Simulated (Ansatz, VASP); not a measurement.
**SnS2 in VASP and in Ansatz**

Contents of INCAR:

```
SYSTEM = SnS2
ALGO     = Normal         ! electronic algorithm
DIPOL    = 0.5 0.5 0.500
EDIFF    = 1E-6           ! SCF threshold, eV
ENCUT    = 400            ! plane-wave cutoff, eV
GGA      = PS             ! functional
GGA_COMPAT= .FALSE.      
IDIPOL   = 3            
ISIF     = 2              ! what is computed and relaxed
ISMEAR   = 0              ! smearing method
LASPH    = .TRUE.         ! aspherical terms in the spheres
LCHARG   = .FALSE.        ! write CHGCAR
LDIPOL   = .TRUE.       
LREAL    = .FALSE.        ! projectors in reciprocal space
LWAVE    = .FALSE.        ! write WAVECAR
NBANDS   = 107            ! bands
NELM     = 120            ! most SCF steps
NELMDL   = -8           
PREC     = Accurate       ! precision mode
SIGMA    = 0.05           ! smearing width, eV
```

File KPOINTS:

```
k-points
0
G
  7 3 1
  0 0 0
```

The input POSCAR:

```
SnS2
1.0
    3.6513143003      0.0000000000      0.0000000000
    0.0000000000      8.7582410527      0.0000000000
    0.0000000000      0.0000000000     28.7953619252
S Sn
14 7
Direct
    0.0000000000      0.4640236812      0.2604586120
    0.0000000000      0.0573941785      0.2837282881
    0.5000000000      0.7247326111      0.3364274620
    0.5000000000      0.3181031084      0.3596971381
    0.0000000000      0.9854415410      0.4123963120
    0.0000000000      0.5788120383      0.4356659881
    0.5000000000      0.2461504708      0.4883651620
    0.5000000000      0.8395209681      0.5116348380
    0.0000000000      0.5068594007      0.5643340119
    0.0000000000      0.1002298980      0.5876036880
    0.5000000000      0.7675683306      0.6403028619
    0.5000000000      0.3609388279      0.6635725380
    0.0000000000      0.0282772604      0.7162717119
    0.0000000000      0.6216477577      0.7395413880
    0.5000000000      0.2607089299      0.2720934501
    0.0000000000      0.5214178597      0.3480623001
    0.5000000000      0.7821267896      0.4240311500
    0.0000000000      0.0428357195      0.5000000000
    0.5000000000      0.3035446494      0.5759688500
    0.0000000000      0.5642535792      0.6519376999
    0.5000000000      0.8249625091      0.7279065499
```

Input for Ansatz:

```yaml
crystal:
  lattice:
    - [3.6513143003, 0.0, 0.0]
    - [0.0, 8.7582410527, 0.0]
    - [0.0, 0.0, 28.7953619252]
  atoms:
    - { symbol: S, position: [0.0, 0.4640236812, 0.260458612] }
    - { symbol: Sn, position: [0.5, 0.2607089299, 0.2720934501] }
    - { symbol: S, position: [0.0, 0.0573941785, 0.2837282881] }
    - { symbol: S, position: [0.5, 0.7247326111, 0.336427462] }
    - { symbol: Sn, position: [0.0, 0.5214178597, 0.3480623001] }
    - { symbol: S, position: [0.5, 0.3181031084, 0.3596971381] }
    - { symbol: S, position: [0.0, 0.985441541, 0.412396312] }
    - { symbol: Sn, position: [0.5, 0.7821267896, 0.42403115] }
    - { symbol: S, position: [0.0, 0.5788120383, 0.4356659881] }
    - { symbol: S, position: [0.5, 0.2461504708, 0.488365162] }
    - { symbol: Sn, position: [0.0, 0.0428357195, 0.5] }
    - { symbol: S, position: [0.5, 0.8395209681, 0.511634838] }
    - { symbol: S, position: [0.0, 0.5068594007, 0.5643340119] }
    - { symbol: Sn, position: [0.5, 0.3035446494, 0.57596885] }
    - { symbol: S, position: [0.0, 0.100229898, 0.587603688] }
    - { symbol: S, position: [0.5, 0.7675683306, 0.6403028619] }
    - { symbol: Sn, position: [0.0, 0.5642535792, 0.6519376999] }
    - { symbol: S, position: [0.5, 0.3609388279, 0.663572538] }
    - { symbol: S, position: [0.0, 0.0282772604, 0.7162717119] }
    - { symbol: Sn, position: [0.5, 0.8249625091, 0.7279065499] }
    - { symbol: S, position: [0.0, 0.6216477577, 0.739541388] }
basis:
  ecutwfc: 420
kpoints:
  mp_grid: { grid: [7, 3, 1] }
hamiltonian:
  xc: pbesol
scf:
  occupations: { method: gaussian, width: 0.05 }
output:
  forces: true
  stress: true
  eigenvalues: true
  write_density: true
  write_potential: true
  elf: true
  volumetric_format: npy
efield:
  axis: 3
  dipole_correction: true
  ramp_width: 0.04
```

Alike in both runs: task single point; functional PBEsol; k mesh 7 × 3 × 1; occupations gaussian, width 0.05 eV; no spin polarisation.

```csv
,VASP,Ansatz
version,VASP 6.6.1,Ansatz 0.2.0
potentials or method,"VASP PAW PBE potentials, release 64 (S, Sn_d), cutoff 400 eV","scalar-relativistic, plane waves, PAW"
valence electrons in the cell,182,182
```

|  | VASP | Ansatz | Ansatz less VASP |
| --- | --- | --- | --- |
| gap on the k mesh at the Fermi level (eV) | 0.98 | 0.98 | +0.007 |
| least direct gap on the mesh (eV) | 1.04 | 1.04 | +0.002 |
| rms of the force components (eV/Å) | 0.506 | 0.503 | -0.0030 |

VASP's potentials were made for PBE, not for PBEsol. With one functional, cell and mesh, what is left measures potentials, basis and numerics. Ansatz's warnings: xc potential rough in thin density.
